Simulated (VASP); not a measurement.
# Sn3PbS4 (Cmmm) in VASP: a series of runs

The runs below take Sn3PbS4 through single point, with PBE.

Everything below comes from runs of VASP 6.6.1. Logs are shortened: lines on timing, memory, paths and dates and some standing lists are left out, and cuts for length are marked.

## 1. The cell of the first run

Symmetry: Cmmm, No. 65, orthorhombic system. The conventional cell has a = 8.332 Å, b = 11.782 Å, c = 4.166 Å, α = 90.00°, β = 90.00°, γ = 90.00°. Sn (site symmetry 2/m) has 6 S at 2.95 Å within 3.9 Å. Within 3.8 Å of Sn (site symmetry mmm) lie 6 S at 2.91 Å. Within 3.9 Å of Pb (site symmetry mmm) lie 6 S at 2.98 Å. S (site symmetry 2mm) has 4 Sn at 2.91 to 2.95 Å and 2 Pb at 2.98 Å within 3.8 Å. S (site symmetry m2m) has 5 Sn at 2.91 to 2.95 Å and 1 Pb at 2.98 Å within 3.8 Å.

## 2. Single point, PBE

INCAR

```
SYSTEM = Sn3PbS4
ALGO = Normal ; EDIFF = 1E-6
ENCUT = 520 ; GGA = PE
ISIF = 2 ; ISMEAR = 0
LASPH = .TRUE. ; LCHARG = .TRUE.
LELF = .TRUE. ; LREAL = .FALSE.
LVHAR = .TRUE. ; LWAVE = .FALSE.
NBANDS = 50 ; NELM = 100
PREC = Accurate ; SIGMA = 0.1
```

KPOINTS

```
k-points
0
G
  6 6 10
  0 0 0
```

POSCAR

```
Sn3PbS4
1.0
    4.1661872722     -5.8910907069      0.0000000000
    4.1661872722      5.8910907069      0.0000000000
    0.0000000000      0.0000000000      4.1655599681
Sn Pb S
3 1 4
Direct
    0.0000000000      0.5000000000      0.0000000000
    0.0000000000      0.0000000000      0.5000000000
    0.5000000000      0.0000000000      0.0000000000
    0.5000000000      0.5000000000      0.5000000000
    0.7555879490      0.7555879490      0.0000000000
    0.7527407901      0.2472592099      0.5000000000
    0.2472592099      0.7527407901      0.5000000000
    0.2444120510      0.2444120510      0.0000000000
```

Potentials or basis: VASP PAW PBE potentials, release 64 (Sn_d, Pb_d, S).

Command:

```bash
cat potpaw_PBE.64/Sn_d/POTCAR potpaw_PBE.64/Pb_d/POTCAR potpaw_PBE.64/S/POTCAR > POTCAR
mpirun -np 1 vasp_std > vasp.out
```

OUTCAR:

```text
SYSTEM = Sn3PbS4
   EDIFF = 1E-6
   ENCUT = 520
   GGA = PE
   ISIF = 2
   ISMEAR = 0
   LASPH = .TRUE.
   LREAL = .FALSE.
   NELM = 100
   PREC = Accurate

 ion  position               nearest neighbor table
   1  0.000  0.500  0.000-   6 2.95   7 2.95   6 2.95   7 2.95   5 2.95   8 2.95
   2  0.000  0.000  0.500-   5 2.91   8 2.91   5 2.91   8 2.91   7 2.91   6 2.91
   3  0.500  0.000  0.000-   6 2.95   7 2.95   6 2.95   7 2.95   5 2.95   8 2.95
   4  0.500  0.500  0.500-   6 2.98   7 2.98   5 2.98   8 2.98   5 2.98   8 2.98
   5  0.756  0.756  0.000-   2 2.91   2 2.91   3 2.95   1 2.95   4 2.98   4 2.98
   6  0.753  0.247  0.500-   2 2.91   1 2.95   3 2.95   1 2.95   3 2.95   4 2.98
   7  0.247  0.753  0.500-   2 2.91   1 2.95   3 2.95   1 2.95   3 2.95   4 2.98
   8  0.244  0.244  0.000-   2 2.91   2 2.91   3 2.95   1 2.95   4 2.98   4 2.98

  LATTYP: Found a base centered orthorhombic cell.
 ALAT       =     8.3323745444
 B/A-ratio  =     1.4140244598
 C/A-ratio  =     0.4999247148

  Lattice vectors:

 A1 = (   4.1661872722,  -5.8910907069,   0.0000000000)
 A2 = (   4.1661872722,   5.8910907069,   0.0000000000)
 A3 = (   0.0000000000,   0.0000000000,   4.1655599681)

Analysis of symmetry for initial positions (statically):
=====================================================================
 Subroutine PRICEL returns:
 Original cell was already a primitive cell.

 Routine SETGRP: Setting up the symmetry group for a
 base centered orthorhombic supercell.

 Subroutine GETGRP returns: Found  8 space group operations
 (whereof  8 operations were pure point group operations)
 out of a pool of  8 trial point group operations.

The static configuration has the point symmetry D_2h.

Analysis of symmetry for dynamics (positions and initial velocities):
=====================================================================
 Subroutine PRICEL returns:
 Original cell was already a primitive cell.

 Routine SETGRP: Setting up the symmetry group for a
 base centered orthorhombic supercell.

 Subroutine GETGRP returns: Found  8 space group operations
 (whereof  8 operations were pure point group operations)
 out of a pool of  8 trial point group operations.

The dynamic configuration has the point symmetry D_2h.

 Subroutine INISYM returns: Found  8 space group operations
 (whereof  8 operations are pure point group operations),
 and found     1 'primitive' translations

----------------------------------------------------------------------------------------

                                     Primitive cell

  volume of cell :     204.4739

  direct lattice vectors                    reciprocal lattice vectors
     4.166187272 -5.891090707  0.000000000     0.120013808 -0.084873927  0.000000000
     4.166187272  5.891090707  0.000000000     0.120013808  0.084873927  0.000000000
     0.000000000  0.000000000  4.165559968     0.000000000  0.000000000  0.240063763

  length of vectors
     7.215404778  7.215404778  4.165559968     0.146992849  0.146992849  0.240063763

  position of ions in fractional coordinates (direct lattice)
     1.000000000  0.500000000  0.000000000
     0.000000000  0.000000000  0.500000000
     0.500000000  1.000000000  0.000000000
     0.500000000  0.500000000  0.500000000
     0.755587949  0.755587949  0.000000000
     0.752740790  0.247259210  0.500000000
     0.247259210  0.752740790  0.500000000
     0.244412051  0.244412051  0.000000000

  ion indices of the primitive-cell ions
   primitive index   ion index
                 1           1
                 2           2
                 3           3
                 4           4
                 5           5
                 6           6
                 7           7
                 8           8

----------------------------------------------------------------------------------------

 KPOINTS: k-points

Automatic generation of k-mesh.
 Grid dimensions read from file:
 generate k-points for:    6    6   10

 Generating k-lattice:

  Cartesian coordinates                     Fractional coordinates (reciprocal lattice)
     0.020002301 -0.014145654  0.000000000     0.166666667 -0.000000000  0.000000000
     0.020002301  0.014145654  0.000000000    -0.000000000  0.166666667  0.000000000
     0.000000000  0.000000000  0.024006376     0.000000000  0.000000000  0.100000000

  Length of vectors
     0.024498808  0.024498808  0.024006376

  Shift w.r.t. Gamma in fractional coordinates (k-lattice)
     0.000000000  0.000000000  0.000000000

 Subroutine IBZKPT returns following result:
 ===========================================

 Found     78 irreducible k-points:

 Following reciprocal coordinates:
            Coordinates               Weight
  0.000000  0.000000  0.000000      1.000000
  0.166667  0.000000  0.000000      4.000000
  0.333333  0.000000  0.000000      4.000000
  0.500000  0.000000  0.000000      2.000000
  0.166667  0.166667  0.000000      2.000000
  0.333333  0.166667  0.000000      4.000000
[... 16 lines left out ...]
  0.333333  0.333333  0.100000      4.000000
  0.500000  0.333333  0.100000      8.000000
 [... further k-points ...]
   k-points           NKPTS =     78   k-points in BZ     NKDIM =     78   number of bands    NBANDS=     50
   number of dos      NEDOS =    301   number of ions     NIONS =      8
   total plane-waves  NPLWV =  93312
   dimension x,y,z NGX =    54 NGY =   54 NGZ =   32
   dimension x,y,z NGXF=   108 NGYF=  108 NGZF=   64
   ions per type =               3   1   4
   NGX,Y,Z   is equivalent  to a cutoff of  12.44, 12.44, 12.77 a.u.
   NGXF,Y,Z  is equivalent  to a cutoff of  24.88, 24.88, 25.54 a.u.
 SYSTEM =  Sn3PbS4
   PREC   = accura    normal or accurate (medium, high low for compatibility)
   ISTART =      0    job   : 0-new  1-cont  2-samecut
   ICHARG =      2    charge: 1-file 2-atom 10-const
   ISPIN  =      1    spin polarized calculation?
   LNONCOLLINEAR =      F non collinear calculations
   LSORBIT =      F    spin-orbit coupling
   LASPH  =      T    aspherical Exc in radial PAW
   ENCUT  =  520.0 eV  38.22 Ry    6.18 a.u.  13.42 13.42  7.75*2*pi/ulx,y,z
   NELM   =    100;   NELMIN=  2; NELMDL= -5     # of ELM steps
   EDIFF  = 0.1E-05   stopping-criterion for ELM
   LREAL  =      F    real-space projection
   EDIFFG = 0.1E-04   stopping-criterion for IOM
   NSW    =      0    number of steps for IOM
   IBRION =     -1    ionic relax: 0-MD 1-quasi-New 2-CG
   NFREE  =      0    steps in history (QN), initial steepest desc. (CG)
   ISIF   =      2    stress and relaxation
   ISYM   =      2    0-nonsym 1-usesym 2-fastsym
   POTIM  = 0.5000    time-step for ionic-motion
   TEBEG  =    0.0;   TEEND  =   0.0 temperature during run
   PSTRESS=    0.0 pullay stress
   NELECT =      80.0000    total number of electrons
   NUPDOWN=      -1.0000    fix difference up-down
   EMIN   =  10.00;   EMAX   =-10.00  energy-range for DOS
   EFERMI =   0.00;   METHOD = LEGACY
   ISMEAR =     0;   SIGMA  =   0.10  broadening in eV -4-tet -1-fermi 0-gaus
   EFERMI_NEDOS =   21; number of points for ismear=-14 and -15
   IALGO  =     38    algorithm
   IMIX   =      4    mixing-type and parameters
     AMIX     =   0.40;   BMIX     =  1.00
     AMIX_MAG =   1.60;   BMIX_MAG =  1.00
  volume/ion in A,a.u.               =      25.56       172.48
  Fermi-wavevector in a.u.,A,eV,Ry     =   1.197362  2.262686 19.506348  1.433676
  Thomas-Fermi vector in A             =   2.333279
   LORBIT       =      0    0 simple, 1 ext, 2 COOP (PROOUT), +10 PAW based schemes
   GGA     = PE    functional components
   LHFCALC =     F    Hartree Fock is set to
   AEXX    =    0.0000 exact exchange contribution
   IVDW    =     0    specifies the selected vdW correction
   LEPSILON=     F    determine dielectric tensor
   LRPA    =     F    only Hartree local field effects (RPA)
 non-spin polarized calculation
 Gauss-broadening in eV      SIGMA  =   0.10
  energy-cutoff  :      520.00
  volume of cell :      204.47
 maximum number of plane-waves:      5536
 NGX is ok and might be reduce to    54
   NGX = 27   NGY = 27   NGZ = 15

 number of electron      80.0000020 magnetization

 Free energy of the ion-electron system (eV)
  ---------------------------------------------------
  ext. energy  EPLUGINS =         0.00000000
  ---------------------------------------------------
  free energy    TOTEN  =       -35.07348133 eV

  energy without entropy =      -35.07282397  energy(sigma->0) =      -35.07315265

 E-fermi :   6.2523     XC(G=0):  -9.6462

 val. band max:        6.1960371824   @ k =   0.0000   0.0000   0.0000
 cond. band min:       6.2756655011   @ k =   0.0000   0.0000   0.0000
 fundamental gap:      0.0796283187
 Fermi energy:         6.2522735558

 k-point     1 :       0.0000    0.0000    0.0000
  band No.  band energies     occupation
      1     -15.5575      2.00000
      2     -15.5554      2.00000
      3     -15.5517      2.00000
      4     -15.5455      2.00000
      5     -15.5447      2.00000
      6     -15.5410      2.00000
[... 42 lines left out ...]
     49      10.8270      0.00000
     50      10.8383      0.00000

 k-point     2 :       0.1667    0.0000    0.0000
  band No.  band energies     occupation
      1     -15.5568      2.00000
      2     -15.5543      2.00000
      3     -15.5519      2.00000
      4     -15.5449      2.00000
      5     -15.5443      2.00000
      6     -15.5411      2.00000
[... 42 lines left out ...]
     49      10.4202      0.00000
     50      10.4269      0.00000

 k-point     3 :       0.3333    0.0000    0.0000
  band No.  band energies     occupation
      1     -15.5554      2.00000
      2     -15.5527      2.00000
      3     -15.5506      2.00000
      4     -15.5436      2.00000
      5     -15.5434      2.00000
      6     -15.5419      2.00000
[... 42 lines left out ...]
     49       9.6333      0.00000
     50       9.6655      0.00000

 k-point     4 :       0.5000    0.0000    0.0000
  band No.  band energies     occupation
      1     -15.5543      2.00000
      2     -15.5537      2.00000
      3     -15.5460      2.00000
      4     -15.5452      2.00000
      5     -15.5423      2.00000
      6     -15.5421      2.00000
[... 999 lines left out ...]
 k-point    23 :       0.3333    0.3333    0.1000
  band No.  band energies     occupation
      1     -15.5527      2.00000
      2     -15.5521      2.00000
      3     -15.5488      2.00000
      4     -15.5448      2.00000
      5     -15.5431      2.00000
      6     -15.5420      2.00000
[... 42 lines left out ...]
     49       9.8467      0.00000
     50      10.0035      0.00000

 k-point    24 :       0.5000    0.3333    0.1000
  band No.  band energies     occupation
      1     -15.5534      2.00000
      2     -15.5519      2.00000
      3     -15.5516      2.00000
      4     -15.5463      2.00000
      5     -15.5439      2.00000
      6     -15.5412      2.00000
[... 42 lines left out ...]
     49       9.8914      0.00000
     50      10.0410      0.00000

 [... further k-points ...]

------------------------ aborting loop because EDIFF is reached ----------------------------------------

  FORCE on cell =-STRESS in cart. coord.  units (eV):
  Direction    XX          YY          ZZ          XY          YZ          ZX
  --------------------------------------------------------------------------------------
  -------------------------------------------------------------------------------------
  Total       -0.0883796     -0.0890377     -0.0883619      0.0000000      0.0000000      0.0000000
  in kB       -0.6925076     -0.6976646     -0.6923688      0.0000000      0.0000000      0.0000000
  external PRESSURE =      -0.6941803 kB  Pullay stress =       0.0000000 kB

 VOLUME and BASIS-vectors are now :
 -----------------------------------------------------------------------------
  energy-cutoff  :      520.00
  volume of cell :      204.47
      direct lattice vectors                 reciprocal lattice vectors
     4.166187272 -5.891090707  0.000000000     0.120013808 -0.084873927  0.000000000
     4.166187272  5.891090707  0.000000000     0.120013808  0.084873927  0.000000000
     0.000000000  0.000000000  4.165559968     0.000000000  0.000000000  0.240063763

 POSITION                                       TOTAL-FORCE (eV/Angst)
 -----------------------------------------------------------------------------------
      2.08309      2.94555      0.00000        -0.000000     -0.000000      0.000000
      0.00000      0.00000      2.08278        -0.000000     -0.000000      0.000000
      2.08309     -2.94555      0.00000        -0.000000     -0.000000      0.000000
      4.16619      0.00000      2.08278        -0.000000     -0.000000      0.000000
      6.29584      0.00000      0.00000        -0.001825     -0.000000      0.000000
      4.16619     -2.97784      2.08278        -0.000000      0.001417      0.000000
      4.16619      2.97784      2.08278        -0.000000     -0.001417     -0.000000
      2.03653      0.00000      0.00000         0.001825     -0.000000     -0.000000
 -----------------------------------------------------------------------------------
    total drift:                               -0.000000     -0.000000      0.000000

  FREE ENERGIE OF THE ION-ELECTRON SYSTEM (eV)
  ---------------------------------------------------
  free  energy   TOTEN  =       -35.0734813332 eV

  energy  without entropy=      -35.0728239712  energy(sigma->0) =      -35.07315265
```

Wall time 12 min (1 thread of Intel Xeon Platinum 8259CL at 2.50GHz (Skylake/Cascade Lake), shared host); peak memory 0.75 GiB.

What came out:

```
Free energy            : -35.0735 eV
Pressure               : -0.1 GPa
Band gap on the k mesh : 0.08 eV, direct
```

Caveat: spin-orbit coupling is left out, which moves the levels of the heavy elements.

(Continued in part 2 of 2.)
